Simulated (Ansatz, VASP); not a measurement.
One calculation of Sn3GeO4, two programs

Contents of INCAR:

```
  PREC = Accurate
  ENCUT = 520
  EDIFF = 1E-7
  ISMEAR = 0
  SIGMA = 0.1
  LREAL = F
  LASPH = T
  NELM = 80
  ALGO = Normal
  ISIF = 2
  LWAVE = F
  LCHARG = F
  GGA = PE
  NBANDS = 50
```

KPOINTS

```
Automatic mesh
0
Gamma
  4 4 4
```

The input POSCAR:

```
Sn3GeO4
1.0
    5.3823317000      0.0000000000      0.0000000000
    0.0000000000      5.3823317000      0.0000000000
    0.0000000000      0.0000000000      4.9673217000
Sn Ge O
3 1 4
Direct
    0.0000000000      0.5000000000      0.2330090000
    0.5000000000      0.0000000000      0.2330090000
    0.5000000000      0.5000000000      0.7568400000
    0.0000000000      0.0000000000      0.7986430000
    0.7546420000      0.2453580000      0.9946240000
    0.2453580000      0.7546420000      0.9946240000
    0.7546420000      0.7546420000      0.9946240000
    0.2453580000      0.2453580000      0.9946240000
```

Input for Ansatz:

```yaml
crystal:
  lattice:
    - [5.3823317, 0.0, 0.0]
    - [0.0, 5.3823317, 0.0]
    - [0.0, 0.0, 4.9673217]
  atoms:
    - { symbol: Sn, position: [0.0, 0.5, 0.233009] }
    - { symbol: Sn, position: [0.5, 0.0, 0.233009] }
    - { symbol: Sn, position: [0.5, 0.5, 0.75684] }
    - { symbol: Ge, position: [0.0, 0.0, 0.798643] }
    - { symbol: O, position: [0.754642, 0.245358, 0.994624] }
    - { symbol: O, position: [0.245358, 0.754642, 0.994624] }
    - { symbol: O, position: [0.754642, 0.754642, 0.994624] }
    - { symbol: O, position: [0.245358, 0.245358, 0.994624] }
basis:
  ecutwfc: 420
kpoints:
  mp_grid: { grid: [4, 4, 4] }
hamiltonian:
  xc: pbe
scf:
  occupations: { method: gaussian, width: 0.1 }
  lower_state_search: "off"
output:
  forces: true
  stress: true
  eigenvalues: true
```

Alike in both runs: task single point; functional PBE; k mesh 4 × 4 × 4; occupations gaussian, width 0.1 eV; no spin polarisation.

|  | VASP | Ansatz |
| --- | --- | --- |
| version | VASP 6.6.1 | Ansatz 0.2.0 |
| potentials or method | VASP PAW PBE potentials, release 64 (Sn_d, Ge_d, O), cutoff 520 eV | scalar-relativistic, plane waves, PAW |
| valence electrons in the cell | 80 | 80 |

|  | VASP | Ansatz | Ansatz less VASP |
| --- | --- | --- | --- |
| gap on the k mesh at the Fermi level (eV) | 0.74 | 0.74 | -0.002 |
| least direct gap on the mesh (eV) | 0.77 | 0.76 | -0.012 |
| pressure (GPa) | 0.2 | 0.0 | -0.20 |
| rms of the force components (eV/Å) | 0.030 | 0.002 | -0.0279 |

Atom by atom the forces differ by 0.031 eV/Å (rms over components).
